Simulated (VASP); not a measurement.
Write the native input for VASP 6.6.1 that does the following.

```
Task                   : single point
Functional             : r2SCAN
Potentials or basis    : VASP PAW PBE potentials, release 64 (Zn, N, Sn_d)
Cutoff                 : 520 eV
k mesh                 : 8 × 8 × 6
Occupations            : fermi-dirac, width 0.02 eV
Spin                   : no spin polarisation
Dipole correction      : no
Further INCAR settings : ALGO = Normal; EDIFF = 1e-07; NBANDS = 26
```

Crystal: ZnSnN2.

```xyz
4
Lattice="3.3820 0.0000 0.0000 0.0000 3.3820 0.0000 0.0000 0.0000 4.5568" Properties=species:S:1:pos:R:3 pbc="T T T"
Zn    0.0000    0.0000    0.0000
N     0.0000    1.6910    1.1062
N     1.6910    0.0000    3.4506
Sn    1.6910    1.6910    2.2784
```

This cell differs from its parent crystal: uniaxial z strain -3.0%.

The input as run:

POSCAR

```
ZnSnN2
1.0
    3.3820201418      0.0000000000      0.0000000000
    0.0000000000      3.3820201418      0.0000000000
    0.0000000000      0.0000000000      4.5567714480
Zn N Sn
1 2 1
Direct
    0.0000000000      0.0000000000      0.0000000000
    0.0000000000      0.5000000000      0.2427613364
    0.5000000000      0.0000000000      0.7572386636
    0.5000000000      0.5000000000      0.5000000000
```

INCAR.step1

```
SYSTEM = ZnSnN2
PREC = Accurate
ENCUT = 520
ISMEAR = -1
SIGMA = 0.02
LREAL = .FALSE.
LASPH = .TRUE.
NELM = 100
NBANDS = 26
GGA = PE
ALGO = Normal
EDIFF = 1E-4
LWAVE = .TRUE.
LCHARG = .FALSE.
```

INCAR.step2

```
SYSTEM = ZnSnN2
PREC = Accurate
ENCUT = 520
EDIFF = 1E-7
ISMEAR = -1
SIGMA = 0.02
LREAL = .FALSE.
LASPH = .TRUE.
NELM = 100
ALGO = Normal
ISIF = 2
LWAVE = .FALSE.
LCHARG = .TRUE.
METAGGA = R2SCAN
LMIXTAU = .TRUE.
LELF = .TRUE.
LVHAR = .TRUE.
NBANDS = 26
ISTART = 1
```

KPOINTS

```
regular mesh
0
G
  8 8 6
  0 0 0
```

Potentials or basis: VASP PAW PBE potentials, release 64 (Zn, N, Sn_d).

Command:

```console
$ cat potpaw_PBE.64/Zn/POTCAR potpaw_PBE.64/N/POTCAR potpaw_PBE.64/Sn_d/POTCAR > POTCAR
$ cp INCAR.step1 INCAR
$ mpirun -np 1 vasp_std > vasp.out
$ cp INCAR.step2 INCAR
$ mpirun -np 1 vasp_std > vasp.out
```

It gave:

```
Pressure               : 5.3 GPa
Largest force          : 0.006 eV/Å
Band gap on the k mesh : 0.35 eV, direct
```

Caveat: the cell differs from its parent crystal (uniaxial z strain -3.0%); the PAW data sets were made with another functional, which shifts forces and pressure a little; spin-orbit coupling is left out, which moves the levels of the heavy elements.

Run time: 4.4 min on 1 thread of Intel(R) Xeon(R) Platinum 8259CL CPU @ 2.50GHz (Skylake/Cascade Lake), on a shared host, peak memory 0.23 GiB.
